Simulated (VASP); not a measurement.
# Mo (Im-3m) in VASP: relaxation of cell and atoms with PBE

Aim: the relaxation of cell and atoms of Mo with PBE.

Everything below comes from runs of VASP 6.6.1. Logs are shortened: lines on timing, memory, paths and dates and some standing lists are left out, and cuts for length are marked.

## Step 1: The cell of the first run

It takes space group Im-3m (No. 229, cubic). Conventional cell: a = 3.168 Å, b = 3.168 Å, c = 3.168 Å, α = 90.00°, β = 90.00°, γ = 90.00°. Mo (site symmetry m-3m) has 14 Mo at 2.74 to 3.17 Å within 3.6 Å.

## Step 2: Relaxation of cell and atoms, PBE

Contents of INCAR:

```
PREC = Accurate
ENCUT = 600
EDIFF = 1E-7
ISMEAR = 0
SIGMA = 0.1
LREAL = False
LASPH = True
NELM = 100
ALGO = Fast
ISIF = 3
LWAVE = False
LCHARG = False
GGA = PE
IBRION = 2
NSW = 100
EDIFFG = -0.005
```

Contents of KPOINTS:

```
Automatic mesh
0
Gamma
  18 18 18
```

Contents of POSCAR:

```
Mo
1.0
   -1.5838089700      1.5838089700      1.5838089700
    1.5838089700     -1.5838089700      1.5838089700
    1.5838089700      1.5838089700     -1.5838089700
Mo
1
Direct
    0.0000000000      0.0000000000      0.0000000000
```

Potentials or basis: VASP PAW PBE potentials, release 64 (Mo_sv).

Launch:

```console
$ cat potpaw_PBE.64/Mo_sv/POTCAR > POTCAR
$ mpirun -np 1 vasp_std > vasp.out
```

OUTCAR:

```text
PREC = Accurate
   ENCUT = 600
   EDIFF = 1E-7
   ISMEAR = 0
   LREAL = False
   LASPH = True
   NELM = 100
   ISIF = 3
   GGA = PE
   IBRION = 2
   NSW = 100
   EDIFFG = -0.005

 ion  position               nearest neighbor table
   1  0.000  0.000  0.000-

  LATTYP: Found a body centered cubic cell.
 ALAT       =     3.1676179400

  Lattice vectors:

 A1 = (  -1.5838089700,   1.5838089700,   1.5838089700)
 A2 = (   1.5838089700,  -1.5838089700,   1.5838089700)
 A3 = (   1.5838089700,   1.5838089700,  -1.5838089700)

Analysis of symmetry for initial positions (statically):
=====================================================================
 Subroutine PRICEL returns:
 Original cell was already a primitive cell.

 Routine SETGRP: Setting up the symmetry group for a
 body centered cubic supercell.

 Subroutine GETGRP returns: Found 48 space group operations
 (whereof 48 operations were pure point group operations)
 out of a pool of 48 trial point group operations.

The static configuration has the point symmetry O_h .

Analysis of symmetry for dynamics (positions and initial velocities):
=====================================================================
 Subroutine PRICEL returns:
 Original cell was already a primitive cell.

 Routine SETGRP: Setting up the symmetry group for a
 body centered cubic supercell.

 Subroutine GETGRP returns: Found 48 space group operations
 (whereof 48 operations were pure point group operations)
 out of a pool of 48 trial point group operations.

The dynamic configuration has the point symmetry O_h .

 Subroutine INISYM returns: Found 48 space group operations
 (whereof 48 operations are pure point group operations),
 and found     1 'primitive' translations

----------------------------------------------------------------------------------------

                                     Primitive cell

  volume of cell :      15.8916

  direct lattice vectors                    reciprocal lattice vectors
    -1.583808970  1.583808970  1.583808970     0.000000000  0.315694638  0.315694638
     1.583808970 -1.583808970  1.583808970     0.315694638  0.000000000  0.315694638
     1.583808970  1.583808970 -1.583808970     0.315694638  0.315694638  0.000000000

  length of vectors
     2.743237606  2.743237606  2.743237606     0.446459639  0.446459639  0.446459639

  position of ions in fractional coordinates (direct lattice)
     0.000000000  0.000000000  0.000000000

  ion indices of the primitive-cell ions
   primitive index   ion index
                 1           1

----------------------------------------------------------------------------------------

 KPOINTS: Automatic mesh

Automatic generation of k-mesh.
 Grid dimensions read from file:
 generate k-points for:   18   18   18

 Generating k-lattice:

  Cartesian coordinates                     Fractional coordinates (reciprocal lattice)
     0.000000000  0.017538591  0.017538591     0.055555556  0.000000000  0.000000000
     0.017538591  0.000000000  0.017538591     0.000000000  0.055555556  0.000000000
     0.017538591  0.017538591  0.000000000     0.000000000  0.000000000  0.055555556

  Length of vectors
     0.024803313  0.024803313  0.024803313

  Shift w.r.t. Gamma in fractional coordinates (k-lattice)
     0.000000000  0.000000000  0.000000000

 Subroutine IBZKPT returns following result:
 ===========================================

 Found    195 irreducible k-points:

 Following reciprocal coordinates:
            Coordinates               Weight
  0.000000  0.000000  0.000000      1.000000
  0.055556  0.000000  0.000000     12.000000
  0.111111  0.000000  0.000000     12.000000
  0.166667  0.000000  0.000000     12.000000
  0.222222  0.000000  0.000000     12.000000
  0.277778  0.000000  0.000000     12.000000
[... 16 lines left out ...]
  0.333333  0.111111  0.000000     48.000000
  0.388889  0.111111 -0.000000     48.000000
 [... further k-points ...]
   k-points           NKPTS =    195   k-points in BZ     NKDIM =    195   number of bands    NBANDS=     11
   number of dos      NEDOS =    301   number of ions     NIONS =      1
   total plane-waves  NPLWV =  13824
   dimension x,y,z NGX =    24 NGY =   24 NGZ =   24
   dimension x,y,z NGXF=    48 NGYF=   48 NGZF=   48
   ions per type =               1
   NGX,Y,Z   is equivalent  to a cutoff of  14.54, 14.54, 14.54 a.u.
   NGXF,Y,Z  is equivalent  to a cutoff of  29.09, 29.09, 29.09 a.u.
 SYSTEM =  unknown system
   PREC   = accura    normal or accurate (medium, high low for compatibility)
   ISTART =      0    job   : 0-new  1-cont  2-samecut
   ICHARG =      2    charge: 1-file 2-atom 10-const
   ISPIN  =      1    spin polarized calculation?
   LNONCOLLINEAR =      F non collinear calculations
   LSORBIT =      F    spin-orbit coupling
   LASPH  =      T    aspherical Exc in radial PAW
   ENCUT  =  600.0 eV  44.10 Ry    6.64 a.u.   5.48  5.48  5.48*2*pi/ulx,y,z
   NELM   =    100;   NELMIN=  2; NELMDL= -5     # of ELM steps
   EDIFF  = 0.1E-06   stopping-criterion for ELM
   LREAL  =      F    real-space projection
   EDIFFG = -.5E-02   stopping-criterion for IOM
   NSW    =    100    number of steps for IOM
   IBRION =      2    ionic relax: 0-MD 1-quasi-New 2-CG
   NFREE  =      1    steps in history (QN), initial steepest desc. (CG)
   ISIF   =      3    stress and relaxation
   ISYM   =      2    0-nonsym 1-usesym 2-fastsym
   POTIM  = 0.5000    time-step for ionic-motion
   TEBEG  =    0.0;   TEEND  =   0.0 temperature during run
   PSTRESS=    0.0 pullay stress
   NELECT =      14.0000    total number of electrons
   NUPDOWN=      -1.0000    fix difference up-down
   EMIN   =  10.00;   EMAX   =-10.00  energy-range for DOS
   EFERMI =   0.00;   METHOD = LEGACY
   ISMEAR =     0;   SIGMA  =   0.10  broadening in eV -4-tet -1-fermi 0-gaus
   EFERMI_NEDOS =   21; number of points for ismear=-14 and -15
   IALGO  =     68    algorithm
   IMIX   =      4    mixing-type and parameters
     AMIX     =   0.40;   BMIX     =  1.00
     AMIX_MAG =   1.60;   BMIX_MAG =  1.00
  volume/ion in A,a.u.               =      15.89       107.24
  Fermi-wavevector in a.u.,A,eV,Ry     =   1.569380  2.965698 33.510508  2.462953
  Thomas-Fermi vector in A             =   2.671271
   LORBIT       =      0    0 simple, 1 ext, 2 COOP (PROOUT), +10 PAW based schemes
   GGA     = PE    functional components
   LHFCALC =     F    Hartree Fock is set to
   AEXX    =    0.0000 exact exchange contribution
   IVDW    =     0    specifies the selected vdW correction
   LEPSILON=     F    determine dielectric tensor
   LRPA    =     F    only Hartree local field effects (RPA)
 conjugate gradient relaxation of ions
 non-spin polarized calculation
 RMM-DIIS sequential band-by-band and
 Gauss-broadening in eV      SIGMA  =   0.10
  energy-cutoff  :      600.00
  volume of cell :       15.89
 maximum number of plane-waves:       555
 NGX is ok and might be reduce to    24
   NGX = 11   NGY = 11   NGZ = 11

--------------------------------------- Ionic step        1  -------------------------------------------

 number of electron      14.0000002 magnetization

 Free energy of the ion-electron system (eV)
  ---------------------------------------------------
  ext. energy  EPLUGINS =         0.00000000
  ---------------------------------------------------
  free energy    TOTEN  =       -10.93483387 eV

  energy without entropy =      -10.93209772  energy(sigma->0) =      -10.93346580

------------------------ aborting loop because EDIFF is reached ----------------------------------------

  FORCE on cell =-STRESS in cart. coord.  units (eV):
  Direction    XX          YY          ZZ          XY          YZ          ZX
  --------------------------------------------------------------------------------------
  -------------------------------------------------------------------------------------
  Total       -0.1338962     -0.1338962     -0.1338962      0.0000000     -0.0000000      0.0000000
  in kB      -13.4992754    -13.4992754    -13.4992754      0.0000000     -0.0000000      0.0000000
  external PRESSURE =     -13.4992754 kB  Pullay stress =       0.0000000 kB
[... 55 lines left out ...]
  energy  without entropy=      -10.9301021853  energy(sigma->0) =      -10.93135008

--------------------------------------- Ionic step        3  -------------------------------------------

 number of electron      14.0000002 magnetization

 Free energy of the ion-electron system (eV)
  ---------------------------------------------------
  ext. energy  EPLUGINS =         0.00000000
  ---------------------------------------------------
  free energy    TOTEN  =       -10.93519415 eV

  energy without entropy =      -10.93252327  energy(sigma->0) =      -10.93385871

 E-fermi :  12.4306     XC(G=0): -13.3272

 val. band max:       12.4094302009   @ k =   0.3889   0.1111  -0.0000
 cond. band min:      12.4348165363   @ k =  -0.3889   0.4444   0.2778
 fundamental gap:      0.0253863354
 Fermi energy:        12.4306117718

 k-point     1 :       0.0000    0.0000    0.0000
  band No.  band energies     occupation
      1     -48.8660      2.00000
      2     -22.1585      2.00000
      3     -22.1585      2.00000
      4     -22.1585      2.00000
      5       5.2154      2.00000
      6      11.0707      2.00000
      7      11.0707      2.00000
      8      11.0707      2.00000
      9      14.0550      0.00000
     10      14.0550      0.00000
     11      27.2285      0.00000
[... 309 lines left out ...]
 k-point    24 :       0.3889    0.1111   -0.0000
  band No.  band energies     occupation
      1     -48.6130      2.00000
      2     -23.4255      2.00000
      3     -22.6273      2.00000
      4     -22.2277      2.00000
      5       7.5638      2.00000
      6       9.2189      2.00000
      7      12.4094      1.23548
      8      13.9549      0.00000
      9      15.0706      0.00000
     10      17.7212      0.00000
     11      23.9770      0.00000

 [... further k-points ...]

------------------------ aborting loop because EDIFF is reached ----------------------------------------

  FORCE on cell =-STRESS in cart. coord.  units (eV):
  Direction    XX          YY          ZZ          XY          YZ          ZX
  --------------------------------------------------------------------------------------
  -------------------------------------------------------------------------------------
  Total       -0.0033765     -0.0033765     -0.0033765      0.0000000      0.0000000      0.0000000
  in kB       -0.3422157     -0.3422157     -0.3422157      0.0000000      0.0000000      0.0000000
  external PRESSURE =      -0.3422157 kB  Pullay stress =       0.0000000 kB
[... 16 lines left out ...]
  FREE ENERGIE OF THE ION-ELECTRON SYSTEM (eV)
  ---------------------------------------------------
  free  energy   TOTEN  =       -10.9351941530 eV

  energy  without entropy=      -10.9325232737  energy(sigma->0) =      -10.93385871

 reached required accuracy - stopping structural energy minimisation
```

Run time: 2.1 min. Hardware: 1 thread of Intel Xeon 8259CL, shared host; peak memory 0.18 GiB.

What came out:

```
Free energy                           : -10.9352 eV
Relaxed volume                        : 15.81 Å³/atom
Relaxed cell                          : a = 2.738 Å, b = 2.738 Å, c = 2.738 Å, α = 109.47°, β = 109.47°, γ = 109.47°
Space group after relaxing (to 0.1 Å) : Im-3m (No. 229)
Energy gained by relaxing             : 0.4 meV/atom
Ionic steps                           : 3
Pressure after relaxing               : 0.0 GPa
Band gap on the k mesh                : zero (bands 7 and 8 overlap by 5.26 eV)
```

The path:
| step | energy change (eV) | largest force (eV/Å) | pressure (GPa) | volume (Å³) |
| --- | --- | --- | --- | --- |
| 1 | 0.0000 | 0.0000 | -1.35 | 15.89 |
| 2 | 0.0022 | 0.0000 | 3.80 | 15.59 |
| 3 | -0.0004 | 0.0000 | -0.03 | 15.81 |

Final structure:
```
Mo
1.0
    -1.58103    1.58103    1.58103
     1.58103   -1.58103    1.58103
     1.58103    1.58103   -1.58103
Mo
1
Direct
  0.00000 0.00000 0.00000
```
